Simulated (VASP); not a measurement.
# Ga (I4/mmm) in VASP: notebook

Ga is run at these levels: PBEsol; tasks: single point.

Everything below comes from runs of VASP 6.6.1. Logs are shortened: lines on timing, memory, paths and dates and some standing lists are left out, and cuts for length are marked.

**1. The cell of the first run**

It takes space group I4/mmm (No. 139, tetragonal). The conventional cell has a = 2.850 Å, b = 2.850 Å, c = 4.324 Å, α = 90.00°, β = 90.00°, γ = 90.00°. Within 3.8 Å of Ga (site symmetry 4/mmm) lie 12 Ga at 2.85 to 2.96 Å.

**2. Single point, PBEsol (strain +0.015 along x and y, -0.030 along z)**

The input, INCAR:

```
SYSTEM = Ga
PREC = Accurate
ENCUT = 520
EDIFF = 1E-7
ISMEAR = 0
SIGMA = 0.15
LREAL = .FALSE.
LASPH = .TRUE.
NELM = 60
ALGO = Fast
ISIF = 2
LWAVE = .FALSE.
LCHARG = .FALSE.
GGA = PS
NBANDS = 12
```

The input, KPOINTS:

```
Automatic mesh
0
G
  24 24 24
  0 0 0
```

The input, POSCAR:

```
Ga
1.0
   -1.4250600000      1.4250600000      2.1621300000
    1.4250600000     -1.4250600000      2.1621300000
    1.4250600000      1.4250600000     -2.1621300000
Ga
1
Direct
    0.0000000000      0.0000000000      0.0000000000
```

Potentials or basis: VASP PAW PBE potentials, release 64 (Ga_d).

On the command line:

```sh
> cat potpaw_PBE.64/Ga_d/POTCAR > POTCAR
> mpirun -np 1 vasp_std > vasp.out
```

OUTCAR:

```text
SYSTEM = Ga
   PREC = Accurate
   ENCUT = 520
   EDIFF = 1E-7
   ISMEAR = 0
   LREAL = .FALSE.
   LASPH = .TRUE.
   NELM = 60
   ISIF = 2
   GGA = PS

 ion  position               nearest neighbor table
   1  0.000  0.000  0.000-

  LATTYP: Found a body centered tetragonal cell.
 ALAT       =     2.8501200000
 C/A-ratio  =     1.5172203276

  Lattice vectors:

 A1 = (  -1.4250600000,   1.4250600000,   2.1621300000)
 A2 = (   1.4250600000,  -1.4250600000,   2.1621300000)
 A3 = (   1.4250600000,   1.4250600000,  -2.1621300000)

Analysis of symmetry for initial positions (statically):
=====================================================================
 Subroutine PRICEL returns:
 Original cell was already a primitive cell.

 Routine SETGRP: Setting up the symmetry group for a
 body centered tetragonal supercell.

 Subroutine GETGRP returns: Found 16 space group operations
 (whereof 16 operations were pure point group operations)
 out of a pool of 16 trial point group operations.

The static configuration has the point symmetry D_4h.

Analysis of symmetry for dynamics (positions and initial velocities):
=====================================================================
 Subroutine PRICEL returns:
 Original cell was already a primitive cell.

 Routine SETGRP: Setting up the symmetry group for a
 body centered tetragonal supercell.

 Subroutine GETGRP returns: Found 16 space group operations
 (whereof 16 operations were pure point group operations)
 out of a pool of 16 trial point group operations.

The dynamic configuration has the point symmetry D_4h.

 Subroutine INISYM returns: Found 16 space group operations
 (whereof 16 operations are pure point group operations),
 and found     1 'primitive' translations

----------------------------------------------------------------------------------------

                                     Primitive cell

  volume of cell :      17.5634

  direct lattice vectors                    reciprocal lattice vectors
    -1.425060000  1.425060000  2.162130000     0.000000000  0.350862420  0.231253440
     1.425060000 -1.425060000  2.162130000     0.350862420  0.000000000  0.231253440
     1.425060000  1.425060000 -2.162130000     0.350862420  0.350862420  0.000000000

  length of vectors
     2.955739864  2.955739864  2.955739864     0.420217314  0.420217314  0.496194393

  position of ions in fractional coordinates (direct lattice)
     0.000000000  0.000000000  0.000000000

  ion indices of the primitive-cell ions
   primitive index   ion index
                 1           1

----------------------------------------------------------------------------------------

 KPOINTS: Automatic mesh

Automatic generation of k-mesh.
 Grid dimensions read from file:
 generate k-points for:   24   24   24

 Generating k-lattice:

  Cartesian coordinates                     Fractional coordinates (reciprocal lattice)
     0.000000000  0.014619267  0.009635560     0.041666667 -0.000000000  0.000000000
     0.014619267  0.000000000  0.009635560    -0.000000000  0.041666667  0.000000000
     0.014619267  0.014619267  0.000000000     0.000000000  0.000000000  0.041666667

  Length of vectors
     0.017509055  0.017509055  0.020674766

  Shift w.r.t. Gamma in fractional coordinates (k-lattice)
     0.000000000  0.000000000  0.000000000

 Subroutine IBZKPT returns following result:
 ===========================================

 Found   1063 irreducible k-points:

 Following reciprocal coordinates:
            Coordinates               Weight
  0.000000  0.000000  0.000000      1.000000
  0.041667 -0.000000  0.000000      8.000000
  0.083333  0.000000 -0.000000      8.000000
  0.125000 -0.000000  0.000000      8.000000
  0.166667 -0.000000  0.000000      8.000000
  0.208333 -0.000000  0.000000      8.000000
[... 16 lines left out ...]
  0.416667  0.041667  0.000000     16.000000
  0.458333  0.041667  0.000000     16.000000
 [... further k-points ...]
   k-points           NKPTS =   1063   k-points in BZ     NKDIM =   1063   number of bands    NBANDS=     12
   number of dos      NEDOS =    301   number of ions     NIONS =      1
   total plane-waves  NPLWV =  13824
   dimension x,y,z NGX =    24 NGY =   24 NGZ =   24
   dimension x,y,z NGXF=    48 NGYF=   48 NGZF=   48
   ions per type =               1
   NGX,Y,Z   is equivalent  to a cutoff of  13.50, 13.50, 13.50 a.u.
   NGXF,Y,Z  is equivalent  to a cutoff of  27.00, 27.00, 27.00 a.u.
 SYSTEM =  Ga
   PREC   = accura    normal or accurate (medium, high low for compatibility)
   ISTART =      0    job   : 0-new  1-cont  2-samecut
   ICHARG =      2    charge: 1-file 2-atom 10-const
   ISPIN  =      1    spin polarized calculation?
   LNONCOLLINEAR =      F non collinear calculations
   LSORBIT =      F    spin-orbit coupling
   LASPH  =      T    aspherical Exc in radial PAW
   ENCUT  =  520.0 eV  38.22 Ry    6.18 a.u.   5.50  5.50  5.50*2*pi/ulx,y,z
   NELM   =     60;   NELMIN=  2; NELMDL= -5     # of ELM steps
   EDIFF  = 0.1E-06   stopping-criterion for ELM
   LREAL  =      F    real-space projection
   EDIFFG = 0.1E-05   stopping-criterion for IOM
   NSW    =      0    number of steps for IOM
   IBRION =     -1    ionic relax: 0-MD 1-quasi-New 2-CG
   NFREE  =      0    steps in history (QN), initial steepest desc. (CG)
   ISIF   =      2    stress and relaxation
   ISYM   =      2    0-nonsym 1-usesym 2-fastsym
   POTIM  = 0.5000    time-step for ionic-motion
   TEBEG  =    0.0;   TEEND  =   0.0 temperature during run
   PSTRESS=    0.0 pullay stress
   NELECT =      13.0000    total number of electrons
   NUPDOWN=      -1.0000    fix difference up-down
   EMIN   =  10.00;   EMAX   =-10.00  energy-range for DOS
   EFERMI =   0.00;   METHOD = LEGACY
   ISMEAR =     0;   SIGMA  =   0.15  broadening in eV -4-tet -1-fermi 0-gaus
   EFERMI_NEDOS =   21; number of points for ismear=-14 and -15
   IALGO  =     68    algorithm
   IMIX   =      4    mixing-type and parameters
     AMIX     =   0.40;   BMIX     =  1.00
     AMIX_MAG =   1.60;   BMIX_MAG =  1.00
  volume/ion in A,a.u.               =      17.56       118.52
  Fermi-wavevector in a.u.,A,eV,Ry     =   1.480880  2.798458 29.837659  2.193006
  Thomas-Fermi vector in A             =   2.594860
   LORBIT       =      0    0 simple, 1 ext, 2 COOP (PROOUT), +10 PAW based schemes
   GGA     = PS    functional components
   LHFCALC =     F    Hartree Fock is set to
   AEXX    =    0.0000 exact exchange contribution
   IVDW    =     0    specifies the selected vdW correction
   LEPSILON=     F    determine dielectric tensor
   LRPA    =     F    only Hartree local field effects (RPA)
 non-spin polarized calculation
 RMM-DIIS sequential band-by-band and
 Gauss-broadening in eV      SIGMA  =   0.15
  energy-cutoff  :      520.00
  volume of cell :       17.56
 maximum number of plane-waves:       493
 NGX is ok and might be reduce to    24
   NGX = 11   NGY = 11   NGZ = 11

 number of electron      12.9999992 magnetization

 Free energy of the ion-electron system (eV)
  ---------------------------------------------------
  ext. energy  EPLUGINS =         0.00000000
  ---------------------------------------------------
  free energy    TOTEN  =        -3.33711843 eV

  energy without entropy =       -3.33364667  energy(sigma->0) =       -3.33538255

 E-fermi :   6.1078     XC(G=0): -11.5149

 val. band max:        6.1067497088   @ k =  -0.3333   0.5000   0.2917
 cond. band min:       6.1151634009   @ k =  -0.3333   0.5000   0.3333
 fundamental gap:      0.0084136921
 Fermi energy:         6.1077868851

 k-point     1 :       0.0000    0.0000    0.0000
  band No.  band energies     occupation
      1      -8.8700      2.00000
      2      -8.7923      2.00000
      3      -8.7923      2.00000
      4      -8.7173      2.00000
      5      -8.6331      2.00000
      6      -5.5292      2.00000
      7      19.0795      0.00000
      8      19.0795      0.00000
      9      19.1896      0.00000
     10      22.4070      0.00000
     11      22.6358      0.00000
     12      23.0084      0.00000

 k-point     2 :       0.0417   -0.0000    0.0000
  band No.  band energies     occupation
      1      -8.8678      2.00000
      2      -8.7926      2.00000
      3      -8.7899      2.00000
      4      -8.7172      2.00000
      5      -8.6342      2.00000
      6      -5.4822      2.00000
      7      18.4205      0.00000
      8      18.9966      0.00000
      9      19.0072      0.00000
     10      21.7576      0.00000
     11      22.9405      0.00000
     12      23.1680      0.00000

 k-point     3 :       0.0833    0.0000   -0.0000
  band No.  band energies     occupation
      1      -8.8621      2.00000
      2      -8.7937      2.00000
      3      -8.7832      2.00000
      4      -8.7160      2.00000
      5      -8.6369      2.00000
      6      -5.3406      2.00000
      7      16.8999      0.00000
      8      18.6228      0.00000
      9      18.7850      0.00000
     10      21.4155      0.00000
     11      23.4200      0.00000
     12      23.6054      0.00000

 k-point     4 :       0.1250   -0.0000    0.0000
  band No.  band energies     occupation
      1      -8.8558      2.00000
      2      -8.7962      2.00000
      3      -8.7735      2.00000
      4      -8.7115      2.00000
      5      -8.6402      2.00000
      6      -5.1035      2.00000
      7      15.1444      0.00000
      8      18.1463      0.00000
      9      18.5152      0.00000
     10      21.2241      0.00000
     11      23.6329      0.00000
     12      24.2301      0.00000

 k-point     5 :       0.1667   -0.0000    0.0000
  band No.  band energies     occupation
      1      -8.8526      2.00000
      2      -8.8007      2.00000
      3      -8.7630      2.00000
      4      -8.7007      2.00000
      5      -8.6423      2.00000
      6      -4.7694      2.00000
      7      13.3605      0.00000
      8      17.6573      0.00000
      9      18.2419      0.00000
     10      21.0822      0.00000
     11      23.1318      0.00000
     12      24.9012      0.00000
[... 228 lines left out ...]
      1      -8.8918      2.00000
      2      -8.8315      2.00000
      3      -8.7627      2.00000
      4      -8.6048      2.00000
      5      -8.5892      2.00000
      6      -2.1719      2.00000
      7       6.3560      0.01930
      8      15.9141      0.00000
      9      16.9916      0.00000
     10      20.3495      0.00000
     11      20.9889      0.00000
     12      22.8756      0.00000

 k-point    22 :       0.3750    0.0417    0.0000
  band No.  band energies     occupation
      1      -8.9039      2.00000
      2      -8.8383      2.00000
      3      -8.7696      2.00000
      4      -8.5853      2.00000
      5      -8.5704      2.00000
      6      -1.3232      2.00000
      7       4.9264      2.00000
      8      15.7274      0.00000
      9      16.8718      0.00000
     10      20.1078      0.00000
     11      20.8510      0.00000
     12      22.6090      0.00000

 k-point    23 :       0.4167    0.0417    0.0000
  band No.  band energies     occupation
      1      -8.9134      2.00000
      2      -8.8429      2.00000
      3      -8.7754      2.00000
      4      -8.5735      2.00000
      5      -8.5530      2.00000
      6      -0.3851      2.00000
      7       3.5883      2.00000
      8      15.5600      0.00000
      9      16.8464      0.00000
     10      19.9510      0.00000
     11      20.7003      0.00000
     12      22.5567      0.00000

 k-point    24 :       0.4583    0.0417    0.0000
  band No.  band energies     occupation
      1      -8.9192      2.00000
      2      -8.8453      2.00000
      3      -8.7789      2.00000
      4      -8.5682      2.00000
      5      -8.5416      2.00000
      6       0.6175      2.00000
      7       2.3674      2.00000
      8      15.4285      0.00000
      9      16.8932      0.00000
     10      19.8662      0.00000
     11      20.6021      0.00000
     12      22.6804      0.00000

 [... further k-points ...]

------------------------ aborting loop because EDIFF is reached ----------------------------------------

  FORCE on cell =-STRESS in cart. coord.  units (eV):
  Direction    XX          YY          ZZ          XY          YZ          ZX
  --------------------------------------------------------------------------------------
  -------------------------------------------------------------------------------------
  Total        0.0521389      0.0521389      0.0658427      0.0000000     -0.0000000      0.0000000
  in kB        4.7562460      4.7562460      6.0063437      0.0000000     -0.0000000      0.0000000
  external PRESSURE =       5.1729452 kB  Pullay stress =       0.0000000 kB

 VOLUME and BASIS-vectors are now :
 -----------------------------------------------------------------------------
  energy-cutoff  :      520.00
  volume of cell :       17.56
      direct lattice vectors                 reciprocal lattice vectors
    -1.425060000  1.425060000  2.162130000     0.000000000  0.350862420  0.231253440
     1.425060000 -1.425060000  2.162130000     0.350862420  0.000000000  0.231253440
     1.425060000  1.425060000 -2.162130000     0.350862420  0.350862420  0.000000000

 POSITION                                       TOTAL-FORCE (eV/Angst)
 -----------------------------------------------------------------------------------
      0.00000      0.00000      0.00000        -0.000000      0.000000      0.000000
 -----------------------------------------------------------------------------------
    total drift:                                0.000000      0.000000      0.000000

  FREE ENERGIE OF THE ION-ELECTRON SYSTEM (eV)
  ---------------------------------------------------
  free  energy   TOTEN  =        -3.3371184270 eV

  energy  without entropy=       -3.3336466686  energy(sigma->0) =       -3.33538255
```

Wall time 2.4 min (1 thread of Intel Xeon Platinum 8259CL at 2.50GHz (Skylake/Cascade Lake), shared host); peak memory 0.32 GiB.

Results:

```
Free energy            : -3.3371 eV
Pressure               : 0.5 GPa
Band gap on the k mesh : zero (an odd number of electrons rules out a gap without spin polarisation)
```

Levels at points of the mesh, in eV from the Fermi level:
| k point | band 2 | band 3 | band 4 | band 5 | band 6 | band 7 | band 8 | band 9 | band 10 | band 11 |
| --- | --- | --- | --- | --- | --- | --- | --- | --- | --- | --- |
| (0.00, 0.00, 0.00) | -14.90 | -14.90 | -14.83 | -14.74 | -11.64 | 12.97 | 12.97 | 13.08 | 16.30 | 16.53 |
| (0.50, 0.00, 0.00) | -14.96 | -14.89 | -14.67 | -14.64 | -5.02 | -4.34 | 9.46 | 11.31 | 13.73 | 15.24 |
| (0.50, 0.50, 0.00) | -15.07 | -14.67 | -14.66 | -14.59 | -2.50 | -1.71 | 4.49 | 5.03 | 8.34 | 8.47 |
| (0.50, 0.50, 0.50) | -15.07 | -14.66 | -14.64 | -14.64 | -3.40 | -3.23 | 5.97 | 5.97 | 9.32 | 9.94 |

Caveat: the cell differs from its parent crystal (strain +0.015 along x and y, -0.030 along z); the PAW data sets were made with another functional, which shifts forces and pressure a little.

**3. Single point, PBEsol (strain +0.015 along x and y, -0.015 along z)**

The input, INCAR:

```
SYSTEM = Ga
  ALGO = Fast
  EDIFF = 1E-7
  ENCUT = 520
  GGA = PS
  ISIF = 2
  ISMEAR = 0
  LASPH = .True.
  LCHARG = .True.
  LELF = .True.
  LREAL = .False.
  LVHAR = .True.
  LWAVE = .False.
  NBANDS = 12
  NELM = 100
  PREC = Accurate
  SIGMA = 0.15
```

The input, KPOINTS:

```
k-points
0
Gamma
  24 24 24
  0 0 0
```

The input, POSCAR:

```
Ga
1.0
   -1.4250600000      1.4250600000      2.1955650000
    1.4250600000     -1.4250600000      2.1955650000
    1.4250600000      1.4250600000     -2.1955650000
Ga
1
Direct
    0.0000000000      0.0000000000      0.0000000000
```

Potentials or basis: VASP PAW PBE potentials, release 64 (Ga_d).

On the command line:

```sh
> cat potpaw_PBE.64/Ga_d/POTCAR > POTCAR
> mpirun -np 1 vasp_std > vasp.out
```

Run time: 2.5 min. Hardware: 1 thread of Intel Xeon Platinum 8259CL at 2.50GHz (Skylake/Cascade Lake), shared host; peak memory 0.32 GiB.

It converged, with:

```yaml
Free_energy: -3.3374 eV
Pressure: -0.4 GPa
Band_gap_on_the_k_mesh: zero (an odd number of electrons rules out a gap without spin polarisation)
```

Stress tensor (GPa, compression positive):
```
-0.34  0.00  0.00
 0.00 -0.34  0.00
 0.00  0.00 -0.50
```

Levels at points of the mesh, in eV from the Fermi level:
| k point | band 3 | band 4 | band 5 | band 6 | band 7 | band 8 | band 9 | band 10 |
| --- | --- | --- | --- | --- | --- | --- | --- | --- |
| (0.00, 0.00, 0.00) | -14.86 | -14.80 | -14.70 | -11.49 | 12.82 | 12.82 | 12.92 | 16.27 |
| (0.50, 0.00, 0.00) | -14.85 | -14.65 | -14.62 | -4.98 | -4.24 | 9.12 | 11.37 | 13.32 |
| (0.50, 0.50, 0.00) | -14.65 | -14.64 | -14.56 | -2.36 | -1.61 | 4.34 | 5.00 | 8.27 |
| (0.50, 0.50, 0.50) | -14.63 | -14.61 | -14.61 | -3.44 | -3.42 | 6.12 | 6.12 | 9.43 |

Caveat: the cell differs from its parent crystal (strain +0.015 along x and y, -0.015 along z); the PAW data sets were made with another functional, which shifts forces and pressure a little.

**4. Single point, PBEsol (strain +0.030 along x and y, -0.030 along z)**

The input, INCAR:

```
PREC = Accurate
ENCUT = 520
EDIFF = 1E-6
ISMEAR = 0
SIGMA = 0.15
LREAL = F
LASPH = T
NELM = 60
ALGO = Fast
ISIF = 2
LWAVE = F
LCHARG = F
GGA = PS
NBANDS = 12
```

The input, KPOINTS:

```
Automatic mesh
0
Gamma
  24 24 24
```

The input, POSCAR:

```
Ga
1.0
   -1.4461200000      1.4461200000      2.1621300000
    1.4461200000     -1.4461200000      2.1621300000
    1.4461200000      1.4461200000     -2.1621300000
Ga
1
Direct
    0.0000000000      0.0000000000      0.0000000000
```

On the command line:

```sh
> cat potpaw_PBE.64/Ga_d/POTCAR > POTCAR
> mpirun -np 1 vasp_std > vasp.out
```

Run time: 2.3 min. Hardware: 1 thread of Intel Xeon Platinum 8259CL at 2.50GHz (Skylake/Cascade Lake), shared host; peak memory 0.33 GiB.

Results (log left out):

```
Free energy            : -3.3358 eV
Pressure               : -1.1 GPa
Band gap on the k mesh : zero (an odd number of electrons rules out a gap without spin polarisation)
```

Stress tensor (GPa, compression positive):
```
-1.25  0.00  0.00
 0.00 -1.25  0.00
 0.00  0.00 -0.77
```

Levels at points of the mesh, in eV from the Fermi level:
```tsv
k point	band 2	band 3	band 4	band 5	band 6	band 7	band 8	band 9	band 10	band 11
(0.00, 0.00, 0.00)	-14.89	-14.89	-14.80	-14.74	-11.41	12.62	12.62	12.71	16.10	16.27
(0.50, 0.00, 0.00)	-14.93	-14.88	-14.67	-14.65	-5.01	-4.21	9.44	10.83	13.78	14.98
(0.50, 0.50, 0.00)	-15.04	-14.67	-14.65	-14.60	-2.48	-1.90	4.52	4.94	8.28	8.36
(0.50, 0.50, 0.50)	-15.04	-14.66	-14.63	-14.63	-3.17	-3.07	5.67	5.67	9.04	9.50
```

Caveat: the cell differs from its parent crystal (strain +0.030 along x and y, -0.030 along z); the PAW data sets were made with another functional, which shifts forces and pressure a little.

**5. The runs side by side**

```csv
cell,further INCAR settings,gap on the mesh (eV),pressure (GPa)
"a = 2.956 Å, angles 122.4, 122.4, 86.0°, 1 atom",ALGO = Fast; EDIFF = 1e-07; NBANDS = 12,none,0.5
"a = 2.980 Å, angles 122.9, 122.9, 85.1°, 1 atom",ALGO = Fast; EDIFF = 1e-07; NBANDS = 12,none,-0.4
"a = 2.976 Å, angles 121.9, 121.9, 86.8°, 1 atom",ALGO = Fast; EDIFF = 1e-06; NBANDS = 12,none,-1.1
```

Alike in all rows: task single point; level PBEsol; potentials or basis VASP PAW PBE potentials, release 64 (Ga_d); no spin polarisation; k mesh 24 × 24 × 24; cutoff (eV) 520; smearing gaussian 0.15 eV.

Caveats: the PAW data sets were made with another functional, which shifts forces and pressure a little.

Total energies depend on the potentials used, so only differences within one code and one set of settings carry meaning.
